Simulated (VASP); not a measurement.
Write the native input for VASP 6.6.1 that does the following.

```yaml
Task: relaxation of cell and atoms
Functional: PBE
Potentials_or_basis: VASP PAW PBE potentials, release 64 (Mo_sv)
Cutoff: 600 eV
k_mesh: 17 × 17 × 17
Occupations: fermi-dirac, width 0.1 eV
Spin: no spin polarisation
Dipole_correction: no
Further_INCAR_settings: ALGO = Normal; EDIFF = 1e-06; IBRION = 2; EDIFFG = -0.01; NSW = 80; ISIF = 3
```

The structure of Mo lies in POSCAR:

```
Mo
1.0
    2.5800000000      0.0000000000      0.0000000000
    0.0000000000      2.5800000000      0.0000000000
    0.0000000000      0.0000000000      2.5800000000
Mo
1
Direct
    0.0000000000      0.0000000000      0.0000000000
```

The input as run:

INCAR

```
SYSTEM = Mo
PREC     = Accurate       ! precision mode
ENCUT    = 600            ! plane-wave cutoff, eV
EDIFF    = 1E-6           ! SCF threshold, eV
ISMEAR   = -1             ! smearing method
SIGMA    = 0.1            ! smearing width, eV
LREAL    = .False.        ! projectors in reciprocal space
LASPH    = .True.         ! aspherical terms in the spheres
NELM     = 60             ! most SCF steps
ALGO     = Normal         ! electronic algorithm
ISIF     = 3              ! what is computed and relaxed
LWAVE    = .False.        ! write WAVECAR
LCHARG   = .False.        ! write CHGCAR
GGA      = PE             ! functional
IBRION   = 2              ! ionic algorithm
NSW      = 80             ! ionic steps
EDIFFG   = -0.01          ! ionic threshold
```

KPOINTS

```
Automatic mesh
0
Gamma
  17 17 17
  0 0 0
```

Potentials or basis: VASP PAW PBE potentials, release 64 (Mo_sv).

The run is started by

```console
$ cat potpaw_PBE.64/Mo_sv/POTCAR > POTCAR
$ mpirun -np 1 vasp_std > vasp.out
```

It gave:

```
Relaxed volume                         : 17.63 Å³/atom
Relaxed cell                           : a = 2.603 Å, b = 2.603 Å, c = 2.603 Å, α = 90.00°, β = 90.00°, γ = 90.00°
Space group after relaxing (to 0.05 Å) : Pm-3m (No. 221)
Energy gained by relaxing              : 7.4 meV/atom
Ionic steps                            : 4
Pressure after relaxing                : 0.0 GPa
Band gap on the k mesh                 : zero (band 7 reaches 12.18 eV, above the bottom of band 8 at 9.75 eV)
```

Run time: 120 s on 1 thread of AMD EPYC 7R43 64-Core Processor (Zen 3) (shared host), peak memory 0.14 GiB.
